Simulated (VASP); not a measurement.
# Bi (Im-3m) in VASP: settings compared, part 3 of 3

VASP 6.6.1. Earlier steps stand in the parts before.

## (6) Vibrations by perturbation theory, PBEsol

File INCAR:

```
SYSTEM = Bi
PREC     = Accurate       ! precision mode
ENCUT    = 520            ! plane-wave cutoff, eV
EDIFF    = 1E-8           ! SCF threshold, eV
ISMEAR   = -1             ! smearing method
SIGMA    = 0.05           ! smearing width, eV
LREAL    = .FALSE.        ! projectors in reciprocal space
LASPH    = .TRUE.         ! aspherical terms in the spheres
NELM     = 100            ! most SCF steps
ALGO     = Normal         ! electronic algorithm
ISIF     = 2              ! what is computed and relaxed
LWAVE    = .FALSE.        ! write WAVECAR
LCHARG   = .FALSE.        ! write CHGCAR
GGA      = PS             ! functional
IBRION   = 8              ! ionic algorithm
NSW      = 1              ! ionic steps
```

File KPOINTS:

```
Automatic mesh
0
G
  8 8 8
  0 0 0
```

File POSCAR:

```
Bi
1.0
   -1.9814305318      1.9814305318      1.9814305318
    1.9814305318     -1.9814305318      1.9814305318
    1.9814305318      1.9814305318     -1.9814305318
Bi
1
Direct
    0.0000000000      0.0000000000      0.0000000000
```

Potentials or basis: VASP PAW PBE potentials, release 64 (Bi_d).

The run is started by

```console
> cat potpaw_PBE.64/Bi_d/POTCAR > POTCAR
> mpirun -np 1 vasp_std > vasp.out
```

OUTCAR:

```text
SYSTEM = Bi
   PREC = Accurate
   ENCUT = 520
   EDIFF = 1E-8
   ISMEAR = -1
   LREAL = .FALSE.
   LASPH = .TRUE.
   NELM = 100
   ISIF = 2
   GGA = PS
   IBRION = 8
   NSW = 1

 ion  position               nearest neighbor table
   1  0.000  0.000  0.000-

  LATTYP: Found a body centered cubic cell.
 ALAT       =     3.9628610636

  Lattice vectors:

 A1 = (  -1.9814305318,   1.9814305318,   1.9814305318)
 A2 = (   1.9814305318,  -1.9814305318,   1.9814305318)
 A3 = (   1.9814305318,   1.9814305318,  -1.9814305318)

Analysis of symmetry for initial positions (statically):
=====================================================================
 Subroutine PRICEL returns:
 Original cell was already a primitive cell.

 Routine SETGRP: Setting up the symmetry group for a
 body centered cubic supercell.

 Subroutine GETGRP returns: Found 48 space group operations
 (whereof 48 operations were pure point group operations)
[... 547 lines left out ...]
  free energy    TOTEN  =        -0.32093678 eV

  energy without entropy =       -0.32093678

------------------------ aborting loop because EDIFF is reached ----------------------------------------

 INTERNAL STRAIN TENSOR  FOR ION    1  DIRECTION 1   (eV/Angst):
 -----------------------------------------------------------------------------
    -0.00637  0.00000 -0.00000
    -0.00000  0.00572 -0.00000
    -0.00000 -0.00000  0.00572

 INTERNAL STRAIN TENSOR FOR ION    1 for displacements in x,y,z  (eV/Angst):
          X           Y           Z          XY          YZ          ZX
  --------------------------------------------------------------------------------
  x     0.00000     0.00000     0.00000     0.00000     0.00000     0.00000
  y     0.00000     0.00000     0.00000     0.00000     0.00000     0.00000
  z     0.00000     0.00000     0.00000     0.00000     0.00000     0.00000

 SECOND DERIVATIVES (NOT SYMMETRIZED)
 ------------------------------------
               1X          1Y          1Z
  1X     0.051785    0.000000    0.000000
  1Y     0.000000    0.051785    0.000000
  1Z     0.000000    0.000000    0.051785

 Eigenvectors and eigenvalues of the dynamical matrix
 ----------------------------------------------------

   1 f/i=    0.246094 THz     1.546253 2PiTHz    8.208806 cm-1     1.017762 meV
             X         Y         Z           dx          dy          dz
      0.000000  0.000000  0.000000     1.000000    0.000000    0.000000

   2 f/i=    0.246094 THz     1.546253 2PiTHz    8.208806 cm-1     1.017762 meV
             X         Y         Z           dx          dy          dz
      0.000000  0.000000  0.000000     0.000000    1.000000    0.000000

   3 f/i=    0.246094 THz     1.546253 2PiTHz    8.208806 cm-1     1.017762 meV
             X         Y         Z           dx          dy          dz
      0.000000  0.000000  0.000000     0.000000    0.000000    1.000000

--------------------------------------------------------------------------------------------------------

 ELASTIC MODULI CONTR FROM IONIC RELAXATION (kBar)
 Direction    XX          YY          ZZ          XY          YZ          ZX
 --------------------------------------------------------------------------------
 XX           0.0000      0.0000      0.0000      0.0000      0.0000      0.0000
 YY           0.0000      0.0000      0.0000      0.0000      0.0000      0.0000
 ZZ           0.0000      0.0000      0.0000      0.0000      0.0000      0.0000
 XY           0.0000      0.0000      0.0000      0.0000      0.0000      0.0000
 YZ           0.0000      0.0000      0.0000      0.0000      0.0000      0.0000
 ZX           0.0000      0.0000      0.0000      0.0000      0.0000      0.0000
 --------------------------------------------------------------------------------
```

OSZICAR:

```text
N       E                     dE             d eps       ncg     rms          rms(c)
DAV:   1     0.105900824859E+03    0.10590E+03   -0.83176E+03   638   0.157E+03
DAV:   2     0.107964467659E+01   -0.10482E+03   -0.10254E+03   659   0.362E+02
DAV:   3    -0.406696567891E+01   -0.51466E+01   -0.50688E+01   741   0.881E+01
[... 23 lines left out ...]
RMM:   8    -0.320937889914E+00    0.75572E-06   -0.30351E-08  2366   0.144E-03    0.663E-05
RMM:   9    -0.320936615165E+00    0.12747E-05   -0.79037E-09  2329   0.570E-04    0.201E-05
RMM:  10    -0.320936601970E+00    0.13195E-07   -0.24731E-08  2542   0.236E-04    0.102E-05
RMM:  11    -0.320936860602E+00   -0.25863E-06    0.77778E-08  2491   0.134E-04    0.313E-06
RMM:  12    -0.320936776103E+00    0.84499E-07    0.40487E-08  2458   0.843E-05    0.102E-06
RMM:  13    -0.320936776327E+00   -0.22452E-09    0.21033E-08  2399   0.660E-05    0.455E-07
 Linear response finished
```

stdout:

```text
POSCAR found type information on POSCAR Bi
 POSCAR found :  1 types and       1 ions
 scaLAPACK will be used
 -----------------------------------------------------------------------------
|                                                                             |
|                                                                             |
|     You enforced a specific xc type in the INCAR file but a different       |
|     I HOPE YOU KNOW WHAT YOU ARE DOING!                                     |
|                                                                             |
 -----------------------------------------------------------------------------

 LDA part: xc-table for (Slater+PW92), standard interpolation
 POSCAR, INCAR and KPOINTS ok, starting setup
 FFT: planning ... GRIDC
 FFT: planning ... GRID_SOFT
 FFT: planning ... GRID
 WAVECAR not read
 entering main loop
 Linear response reoptimize wavefunctions to high precision
 Linear response DOF=           1
 Linear response progress:
 first order change of Fermi-energy   0.48809E-04
 force on displaced ion       1 direction 1 :   0.052   0.000   0.000
 Linear response finished
```

It took 1.7 min on 1 thread of Intel Xeon 8259CL, shared host; peak memory 0.19 GiB.

Caveat: spin-orbit coupling is left out, which moves the levels of the heavy elements.

## (7) The runs side by side

```tsv
task	level	potentials or basis	k mesh	cutoff (eV)	smearing	dipole correction	ions in elastic constants	tolerance level	purpose	K density	gap on the mesh (eV)
vibrations by perturbation theory	LDA	VASP PAW LDA potentials, release 64 (Bi_d)	7 × 7 × 7	500	fermi-dirac 0.05 eV	no	-	-	-	-	-
elastic constants	PBEsol+D3(BJ)	VASP PAW PBE potentials, release 64 (Bi_d)	7 × 7 × 7	500	methfessel-paxton 0.05 eV	no	relaxed	-	-	-	-
single point	PBE	VASP PAW PBE potentials, release 64 (Bi_d)	29 × 29 × 29	490	tetrahedron 0.1 eV	-	-	tight	density of states	11 × 11 × 11	none
single point	PBE	VASP PAW PBE potentials, release 64 (Bi_d)	23 × 23 × 23	490	tetrahedron 0.1 eV	-	-	tight	density of states	11 × 11 × 11	none
vibrations by perturbation theory	PBEsol	VASP PAW PBE potentials, release 64 (Bi_d)	8 × 8 × 8	520	fermi-dirac 0.05 eV	no	-	-	-	-	-
```

Alike in all rows: no spin polarisation; cell as given.

Caveats: spin-orbit coupling is left out, which moves the levels of the heavy elements; the cell is under stress, which shifts elastic constants (at least some runs); three body term missing (at least some runs); the elastic tensor has a negative eigenvalue, so either the cell is unstable as it stands or the mesh is too thin (at least some runs).

Absolute energies hang on the potentials; compare differences alone.
